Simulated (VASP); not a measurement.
# LuN3H6 in VASP: single point with PBE

Aim: the single point of LuN3H6 with PBE.

All numbers are computed with VASP 6.6.1; they aren't measurements. Logs are shortened: lines on timing, memory, paths and dates and some standing lists are left out, and cuts for length are marked.

## Step 1: The cell of the first run

The cell holds a molecule in a box, 10 atoms: a = 13.810 Å, b = 14.550 Å, c = 9.660 Å, α = 90.00°, β = 90.00°, γ = 90.00°.

## Step 2: Single point, PBE

The input, INCAR:

```
ALGO = Normal
EDIFF = 1E-6
ENCUT = 520
GGA = PE
ISIF = 2
ISMEAR = 0
LASPH = T
LCHARG = T
LELF = T
LREAL = F
LVHAR = T
LWAVE = F
NBANDS = 34
NELM = 80
PREC = Accurate
SIGMA = 0.01
```

The input, KPOINTS:

```
k-points
0
Gamma
  1 1 1
```

The input, POSCAR:

```
LuH6N3
1.0
   13.8100000000      0.0000000000      0.0000000000
    0.0000000000     14.5500000000      0.0000000000
    0.0000000000      0.0000000000      9.6600000000
Lu N H
1 3 6
Direct
    0.4748624200      0.5004164900      0.4944503100
    0.6281911700      0.5001855700      0.4758105600
    0.3986234600      0.6260350500      0.5212039300
    0.3986828400      0.3735058400      0.4953167700
    0.6741629300      0.5550453600      0.4778995900
    0.6716546000      0.4438900300      0.4658385100
    0.3258508300      0.6341855700      0.5345434800
    0.4266596700      0.6908845400      0.5234575600
    0.3258645900      0.3634158100      0.5044875800
    0.4279138300      0.3092783500      0.4883374700
```

Potentials or basis: VASP PAW PBE potentials, release 64 (Lu, N, H).

On the command line:

```console
cat potpaw_PBE.64/Lu/POTCAR potpaw_PBE.64/N/POTCAR potpaw_PBE.64/H/POTCAR > POTCAR
mpirun -np 1 vasp_gam > vasp.out
```

OUTCAR:

```text
EDIFF = 1E-6
   ENCUT = 520
   GGA = PE
   ISIF = 2
   ISMEAR = 0
   LASPH = T
   LREAL = F
   NELM = 80
   PREC = Accurate

 ion  position               nearest neighbor table
   1  0.475  0.500  0.494-   3 2.13   2 2.13   4 2.13
   2  0.628  0.500  0.476-   6 1.02   5 1.02   1 2.13
   3  0.399  0.626  0.521-   7 1.02   8 1.02   1 2.13
   4  0.399  0.374  0.495-   9 1.02  10 1.02   1 2.13
   5  0.674  0.555  0.478-   2 1.02
   6  0.672  0.444  0.466-   2 1.02
   7  0.326  0.634  0.535-   3 1.02
   8  0.427  0.691  0.523-   3 1.02
   9  0.326  0.363  0.504-   4 1.02
  10  0.428  0.309  0.488-   4 1.02

  LATTYP: Found a simple orthorhombic cell.
 ALAT       =     9.6600000000
 B/A-ratio  =     1.4296066253
 C/A-ratio  =     1.5062111801

  Lattice vectors:

 A1 = (   0.0000000000,   0.0000000000,   9.6600000000)
 A2 = (  13.8100000000,   0.0000000000,   0.0000000000)
 A3 = (   0.0000000000,  14.5500000000,   0.0000000000)

Analysis of symmetry for initial positions (statically):
=====================================================================
 Subroutine PRICEL returns:
 Original cell was already a primitive cell.

 Routine SETGRP: Setting up the symmetry group for a
 simple orthorhombic supercell.

 Subroutine GETGRP returns: Found  1 space group operations
 (whereof  1 operations were pure point group operations)
 out of a pool of  8 trial point group operations.

The static configuration has the point symmetry C_1 .

Analysis of symmetry for dynamics (positions and initial velocities):
=====================================================================
 Subroutine PRICEL returns:
 Original cell was already a primitive cell.

 Routine SETGRP: Setting up the symmetry group for a
 simple orthorhombic supercell.

 Subroutine GETGRP returns: Found  1 space group operations
 (whereof  1 operations were pure point group operations)
 out of a pool of  8 trial point group operations.

The dynamic configuration has the point symmetry C_1 .

 Subroutine INISYM returns: Found  1 space group operations
 (whereof  1 operations are pure point group operations),
 and found     1 'primitive' translations

----------------------------------------------------------------------------------------
[... 90 lines left out ...]
   NFREE  =      0    steps in history (QN), initial steepest desc. (CG)
   ISIF   =      2    stress and relaxation
   ISYM   =      2    0-nonsym 1-usesym 2-fastsym
   POTIM  = 0.5000    time-step for ionic-motion
   TEBEG  =    0.0;   TEEND  =   0.0 temperature during run
   PSTRESS=    0.0 pullay stress
   NELECT =      46.0000    total number of electrons
   NUPDOWN=      -1.0000    fix difference up-down
   EMIN   =  10.00;   EMAX   =-10.00  energy-range for DOS
   EFERMI =   0.00;   METHOD = LEGACY
   ISMEAR =     0;   SIGMA  =   0.01  broadening in eV -4-tet -1-fermi 0-gaus
   EFERMI_NEDOS =   21; number of points for ismear=-14 and -15
   IALGO  =     38    algorithm
   IMIX   =      4    mixing-type and parameters
     AMIX     =   0.40;   BMIX     =  1.00
     AMIX_MAG =   1.60;   BMIX_MAG =  1.00
  volume/ion in A,a.u.               =     194.10      1309.88
  Fermi-wavevector in a.u.,A,eV,Ry     =   0.470236  0.888618  3.008550  0.221122
  Thomas-Fermi vector in A             =   1.462218
   LORBIT       =      0    0 simple, 1 ext, 2 COOP (PROOUT), +10 PAW based schemes
   GGA     = PE    functional components
   LHFCALC =     F    Hartree Fock is set to
   AEXX    =    0.0000 exact exchange contribution
   IVDW    =     0    specifies the selected vdW correction
   LEPSILON=     F    determine dielectric tensor
   LRPA    =     F    only Hartree local field effects (RPA)
 non-spin polarized calculation
 Gauss-broadening in eV      SIGMA  =   0.01
  energy-cutoff  :      520.00
  volume of cell :     1941.04
 maximum number of plane-waves:     26124
 NGX is ok and might be reduce to   108
   NGX = 51   NGY = 55   NGZ = 35

 number of electron      46.0000003 magnetization

 Free energy of the ion-electron system (eV)
  ---------------------------------------------------
  ext. energy  EPLUGINS =         0.00000000
  ---------------------------------------------------
  free energy    TOTEN  =       -53.27014549 eV

  energy without entropy =      -53.27014549  energy(sigma->0) =      -53.27014549

 E-fermi :  -4.7454     XC(G=0):  -0.9519

 val. band max:       -4.9296441242   @ k =   0.0000   0.0000   0.0000
 cond. band min:      -1.8993144310   @ k =   0.0000   0.0000   0.0000
 fundamental gap:      3.0303296932
 Fermi energy:        -4.7453679476

 k-point     1 :       0.0000    0.0000    0.0000
  band No.  band energies     occupation
      1     -59.2810      2.00000
      2     -30.2971      2.00000
      3     -29.9883      2.00000
      4     -29.9877      2.00000
      5     -19.2960      2.00000
      6     -19.0959      2.00000
[... 26 lines left out ...]
     33       0.7688      0.00000
     34       0.7858      0.00000

------------------------ aborting loop because EDIFF is reached ----------------------------------------

  FORCE on cell =-STRESS in cart. coord.  units (eV):
  Direction    XX          YY          ZZ          XY          YZ          ZX
  --------------------------------------------------------------------------------------
  -------------------------------------------------------------------------------------
  Total       -0.3696231     -0.3730223     -0.1214322     -0.0153896     -0.0147687      0.0204400
  in kB       -0.3050955     -0.3079013     -0.1002330     -0.0127029     -0.0121904      0.0168717
  external PRESSURE =      -0.2377433 kB  Pullay stress =       0.0000000 kB

 VOLUME and BASIS-vectors are now :
 -----------------------------------------------------------------------------
  energy-cutoff  :      520.00
  volume of cell :     1941.04
      direct lattice vectors                 reciprocal lattice vectors
    13.810000000  0.000000000  0.000000000     0.072411296  0.000000000  0.000000000
     0.000000000 14.550000000  0.000000000     0.000000000  0.068728522  0.000000000
     0.000000000  0.000000000  9.660000000     0.000000000  0.000000000  0.103519669

 POSITION                                       TOTAL-FORCE (eV/Angst)
 -----------------------------------------------------------------------------------
      6.55785      7.28106      4.77639         0.001597     -0.012902      0.001969
      8.67532      7.27770      4.59633        -0.108535      0.008520      0.027973
      5.50499      9.10881      5.03483         0.052149     -0.087104     -0.020621
      5.50581      5.43451      4.78476         0.052655      0.097208      0.007873
      9.31019      8.07591      4.61651        -0.017149      0.072367     -0.001634
      9.27555      6.45860      4.50000        -0.000640     -0.079163     -0.012004
      4.50000      9.22740      5.16369        -0.061493     -0.044068      0.003315
      5.89217     10.05237      5.05660         0.069812      0.026152     -0.000696
      4.50019      5.28770      4.87335        -0.054182      0.048573      0.008775
      5.90949      4.50000      4.71734         0.065787     -0.029582     -0.014951
 -----------------------------------------------------------------------------------
    total drift:                               -0.000277     -0.000813     -0.000283

  FREE ENERGIE OF THE ION-ELECTRON SYSTEM (eV)
  ---------------------------------------------------
  free  energy   TOTEN  =       -53.2701454940 eV

  energy  without entropy=      -53.2701454940  energy(sigma->0) =      -53.27014549
```

OSZICAR:

```text
N       E                     dE             d eps       ncg     rms          rms(c)
[... 20 lines left out ...]
DAV:  21    -0.532701003406E+02   -0.25866E-04   -0.21607E-06    88   0.457E-02    0.344E-03
DAV:  22    -0.532701259227E+02   -0.25582E-04   -0.23001E-06    72   0.698E-03    0.251E-03
DAV:  23    -0.532701304393E+02   -0.45166E-05   -0.66241E-07    72   0.215E-02    0.122E-03
DAV:  24    -0.532701386552E+02   -0.82159E-05   -0.45520E-07    64   0.390E-03    0.978E-04
DAV:  25    -0.532701414027E+02   -0.27475E-05   -0.16460E-07    72   0.769E-03    0.781E-04
DAV:  26    -0.532701428245E+02   -0.14218E-05   -0.54410E-08    80   0.252E-03    0.621E-04
DAV:  27    -0.532701449231E+02   -0.20986E-05   -0.96352E-08    80   0.129E-03    0.277E-04
DAV:  28    -0.532701454940E+02   -0.57084E-06   -0.63717E-09    80   0.216E-03
   1 F= -.53270145E+02 E0= -.53270145E+02  d E =-.188351-149
```

It took 7.2 min on 1 thread of Intel Xeon Platinum 8259CL at 2.50GHz (Skylake/Cascade Lake), shared host; peak memory 1.4 GiB.

What came out:

```yaml
Free_energy: -53.2701 eV
Largest_force: 0.112 eV/Å
Gap_between_the_frontier_levels: 3.03 eV
```

Forces on the atoms (eV/Å):
```
Lu   0.002 -0.013  0.002
N   -0.109  0.009  0.028
N    0.052 -0.087 -0.021
N    0.053  0.097  0.008
H   -0.017  0.072 -0.002
H   -0.001 -0.079 -0.012
H   -0.061 -0.044  0.003
H    0.070  0.026 -0.001
H   -0.054  0.049  0.009
H    0.066 -0.030 -0.015
```

Caveat: spin-orbit coupling is left out, which moves the levels of the heavy elements.
